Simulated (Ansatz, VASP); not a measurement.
Te2Mo: VASP beside Ansatz

File INCAR:

```
SYSTEM = Te2Mo
ALGO = Normal ; EDIFF = 1E-7
ENCUT = 520 ; GGA = PE
ISIF = 2 ; ISMEAR = 0
IVDW = 12 ; LASPH = .TRUE.
LCHARG = .FALSE. ; LREAL = .FALSE.
LWAVE = .FALSE. ; NBANDS = 35
NELM = 60 ; PREC = Accurate
SIGMA = 0.05
```

File KPOINTS:

```
k-points
0
G
  12 12 2
  0 0 0
```

POSCAR

```
Te2Mo
1.0
    3.2866170807      0.0000000000      0.0000000000
   -1.6433085403      2.8462938844      0.0000000000
    0.0000000000      0.0000000000     13.7008448353
Te Mo
4 2
Direct
    0.3333333333      0.6666666667      0.6173401526
    0.6666666667      0.3333333333      0.1173401526
    0.3333333333      0.6666666667      0.8826598474
    0.6666666667      0.3333333333      0.3826598474
    0.3333333333      0.6666666667      0.2500000000
    0.6666666667      0.3333333333      0.7500000000
```

Input for Ansatz:

```yaml
crystal:
  lattice:
    - [3.2866170807, 0.0, 0.0]
    - [-1.6433085403, 2.8462938844, 0.0]
    - [0.0, 0.0, 13.7008448353]
  atoms:
    - { symbol: Te, position: [0.3333333333, 0.6666666667, 0.6173401526] }
    - { symbol: Te, position: [0.6666666667, 0.3333333333, 0.1173401526] }
    - { symbol: Te, position: [0.3333333333, 0.6666666667, 0.8826598474] }
    - { symbol: Te, position: [0.6666666667, 0.3333333333, 0.3826598474] }
    - { symbol: Mo, position: [0.3333333333, 0.6666666667, 0.25] }
    - { symbol: Mo, position: [0.6666666667, 0.3333333333, 0.75] }
basis:
  ecutwfc: 420
kpoints:
  mp_grid: { grid: [12, 12, 2] }
hamiltonian:
  xc: pbe
  dispersion: d3bj
scf:
  occupations: { method: gaussian, width: 0.05 }
output:
  forces: true
  stress: true
  eigenvalues: true
```

Change from the starting cell: strain -0.0600 x Voigt [1, 1, 0, 0, 0, 0], atoms carried along.

Alike in both runs: task single point; functional PBE; dispersion D3(BJ); k mesh 12 × 12 × 2; occupations gaussian, width 0.05 eV; no spin polarisation.

|  | VASP | Ansatz |
| --- | --- | --- |
| version | VASP 6.6.1 | Ansatz 0.2.0 |
| potentials or method | VASP PAW PBE potentials, release 64 (Te, Mo_sv), cutoff 520 eV | scalar-relativistic, plane waves, PAW |
| valence electrons in the cell | 52 | 92 |

VASP gave:

| Property | Result |
| --- | --- |
| gap on the k mesh at the Fermi level (eV) | 0.33 |
| least direct gap on the mesh (eV) | 0.82 |
| pressure (GPa) | 15.7 |
| traceless stress, the component that is largest in VASP (GPa) | -3.20 |
| rms of the force components (eV/Å) | 0.622 |

Estimate Ansatz's values.

gap on the k mesh at the Fermi level (eV): 0.33; least direct gap on the mesh (eV): 0.81; pressure (GPa): 15.7; traceless stress, the component that is largest in VASP (GPa): -3.27; rms of the force components (eV/Å): 0.614.

Atom by atom the forces differ by 0.008 eV/Å (rms over components). VASP's potentials hold 52 valence electrons a cell and Ansatz's 92, so a difference there can come from the potentials and not from the codes.

Neither program's run includes spin-orbit coupling.
